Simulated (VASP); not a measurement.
Here is a VASP 6.6.1 calculation.

INCAR

```
SYSTEM = Si4BN3
PREC = Accurate
ENCUT = 520
EDIFF = 1E-7
ISMEAR = 0
SIGMA = 0.2
LREAL = .FALSE.
LASPH = .TRUE.
NELM = 100
ALGO = Normal
ISIF = 2
LWAVE = .FALSE.
LCHARG = .FALSE.
GGA = PE
NBANDS = 27
```

Contents of KPOINTS:

```
regular mesh
0
G
  6 6 2
  0 0 0
```

File POSCAR:

```
Si4BN3
1.0
    2.9402889327      0.0000000000      0.0000000000
   -1.4701444664      2.5463649102      0.0000000000
    0.0000000000      0.0000000000     12.6351569252
Si B N
4 1 3
Direct
    0.3333333333      0.6666666667      0.6840751239
    0.6666666667      0.3333333333      0.0399418415
    0.3333333333      0.6666666667      0.4959978965
    0.6666666667      0.3333333333      0.2277209749
    0.0000000000      0.0000000000      0.3069633351
    0.6666666667      0.3333333333      0.7273713967
    0.3333333333      0.6666666667     -0.0023908885
    0.0000000000      0.0000000000      0.4293203200
```

Potentials or basis: VASP PAW PBE potentials, release 64 (Si, B, N).

Run with:

```sh
$ cat potpaw_PBE.64/Si/POTCAR potpaw_PBE.64/B/POTCAR potpaw_PBE.64/N/POTCAR > POTCAR
$ mpirun -np 1 vasp_std > vasp.out
```

Problem. Predict the pressure.

Solution. -0.1 GPa.

Problem. Estimate the band gap on the k mesh.

Solution. Zero (band 17 reaches 10.43 eV, above the bottom of band 18 at 7.94 eV).

Problem. Predict the largest force.

Solution. 0.035 eV/Å.

Forces on the atoms (eV/Å):
```
Si   0.000  0.000  0.014
Si   0.000  0.000 -0.009
Si   0.000  0.000 -0.006
Si   0.000  0.000 -0.003
B    0.000  0.000 -0.035
N    0.000  0.000 -0.021
N    0.000  0.000  0.025
N    0.000  0.000  0.035
```

Caveat: the k points lie up to 0.41 Å⁻¹ apart.
